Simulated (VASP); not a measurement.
Runs of VASP 6.6.1 on TiC. The structure is that of space group Fm-3m (No. 225), or close to it. The cells are those of the table. 

| cell | gap on the mesh (eV) | pressure (GPa) |
| --- | --- | --- |
| a = 2.914, b = 2.914, c = 4.122 Å, 4 atoms | none | (a) |
| a = 2.854, b = 2.854, c = 4.036 Å, 4 atoms | none | 71.5 |
| a = 2.975, b = 2.975, c = 4.208 Å, 4 atoms | none | (b) |
| a = 3.036, b = 3.036, c = 4.293 Å, 4 atoms | none | 0.2 |
| a = 3.097, b = 3.097, c = 4.379 Å, 4 atoms | none | -13.8 |

Alike in all rows: task single point; level PBEsol; potentials or basis VASP PAW PBE potentials, release 64 (Ti_sv, C); no spin polarisation; k mesh 18 × 18 × 12; cutoff (eV) 520; smearing gaussian 0.1 eV.

**Question.** Estimate the missing entries.

**Answer.** (a) 41.8; (b) 18.5.

Caveats: the PAW data sets were made with another functional, which shifts forces and pressure a little; the cell stands under pressure (at least some runs); the cell stands under tension (at least some runs).

A gap of «none» marks levels without a gap at the run's occupations.
